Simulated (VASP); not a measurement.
**FeNi3: single point with PBEsol**

Crystal: FeNi3.

```
Fe Ni
1.0
     3.54500    0.00000    0.00000
     0.00000    3.54500    0.00000
     0.00000    0.00000    3.54500
Fe Ni
1 3
Direct
  0.00000 0.00000 0.00000
  0.00000 0.50000 0.50000
  0.50000 0.00000 0.50000
  0.50000 0.50000 0.00000
```

* Program: VASP 6.6.1
* Task: single point
* Functional: PBEsol
* Potentials or basis: VASP PAW PBE potentials, release 64 (Fe, Ni)
* Cutoff: 520 eV
* k mesh: 10 × 10 × 10
* Occupations: gaussian, width 0.05 eV
* Spin: collinear spin, ferromagnetic start
* Starting moments: [2.91, 0.68, 0.68, 0.68] μB
* Dipole correction: no
* Further INCAR settings: ALGO = Fast; EDIFF = 1e-06; NBANDS = 31

```
Pressure                                              : -9.7 GPa
Net moment                                            : 4.74 μB per cell
Site moments                                          : Fe +2.89; Ni +0.62 μB
Valence electrons inside the program's atomic spheres : Fe 7.09; Ni 9.34
```

Levels at points of the mesh, in eV from the Fermi level:
Spin up:
| k point | band 19 | band 20 | band 21 | band 22 | band 23 | band 24 |
| --- | --- | --- | --- | --- | --- | --- |
| (0.00, 0.00, 0.00) | -0.59 | -0.59 | -0.59 | 2.20 | 2.20 | 2.20 |
| (0.50, 0.00, 0.00) | -1.38 | -1.02 | -0.69 | -0.59 | 7.45 | 7.45 |
| (0.50, 0.50, 0.00) | -1.49 | -1.46 | 0.75 | 0.75 | 0.78 | 0.80 |
| (0.50, 0.50, 0.50) | -0.77 | -0.77 | -0.55 | -0.55 | -0.55 | -0.41 |
Spin down:
```csv
k point,band 15,band 16,band 17,band 18,band 19,band 20
"(0.00, 0.00, 0.00)",0.27,0.27,0.98,0.98,1.27,1.27
"(0.50, 0.00, 0.00)",-0.84,-0.38,-0.12,-0.12,0.27,0.48
"(0.50, 0.50, 0.00)",-1.19,-0.79,-0.68,0.17,0.17,0.36
"(0.50, 0.50, 0.50)",-0.45,-0.45,0.05,0.05,0.05,0.80
```

Wall time 5.3 min on 1 thread of Intel Xeon 8259CL, on a shared host, peak memory 0.25 GiB.

Caveat: the cell stands under tension; the PAW data sets were made with another functional, which shifts forces and pressure a little.
